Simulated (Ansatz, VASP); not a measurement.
One calculation of PbS, two programs

File INCAR:

```
PREC = Accurate
ENCUT = 500
EDIFF = 1E-6
ISMEAR = 0
SIGMA = 0.05
LREAL = F
LASPH = T
NELM = 120
ALGO = Normal
ISIF = 2
LWAVE = F
LCHARG = T
GGA = PE
IVDW = 12
LELF = T
LVHAR = T
NBANDS = 17
GGA_COMPAT = F
```

The input KPOINTS:

```
regular mesh
0
Gamma
  6 6 6
```

Contents of POSCAR:

```
PbS
1.0
    3.6054132515      0.0000000000      0.0000000000
    0.0000000000      3.6054132515      0.0000000000
    0.0000000000      0.0000000000      3.6054132515
Pb S
1 1
Direct
    0.0000000000      0.0000000000      0.0000000000
    0.5000000000      0.5000000000      0.5000000000
```

Input for Ansatz:

```yaml
crystal:
  lattice:
    - [3.6054132515, 0.0, 0.0]
    - [0.0, 3.6054132515, 0.0]
    - [0.0, 0.0, 3.6054132515]
  atoms:
    - { symbol: Pb, position: [0.0, 0.0, 0.0] }
    - { symbol: S, position: [0.5, 0.5, 0.5] }
basis:
  ecutwfc: 420
  ecutrho_ratio: 4
kpoints:
  mp_grid: { grid: [6, 6, 6] }
hamiltonian:
  xc: pbe
  dispersion: d3bj
scf:
  occupations: { method: gaussian, width: 0.05 }
output:
  forces: true
  stress: true
  eigenvalues: true
```

Alike in both runs: task single point; functional PBE; dispersion D3(BJ); k mesh 6 × 6 × 6; occupations gaussian, width 0.05 eV; no spin polarisation.

|  | VASP | Ansatz |
| --- | --- | --- |
| version | VASP 6.6.1 | Ansatz 0.2.0 |
| potentials or method | VASP PAW PBE potentials, release 64 (Pb_d, S), cutoff 500 eV | scalar-relativistic, plane waves, PAW |
| valence electrons in the cell | 20 | 20 |

Ansatz gave:

```
gap on the k mesh at the Fermi level (eV) : none
pressure (GPa)                            : 0.0
```

Task: What did VASP give for the same quantities?

Result: gap on the k mesh at the Fermi level (eV): none; pressure (GPa): -0.1.

A gap of «none» marks a metal or a gap that the smearing closes.

Spin-orbit coupling is off throughout.
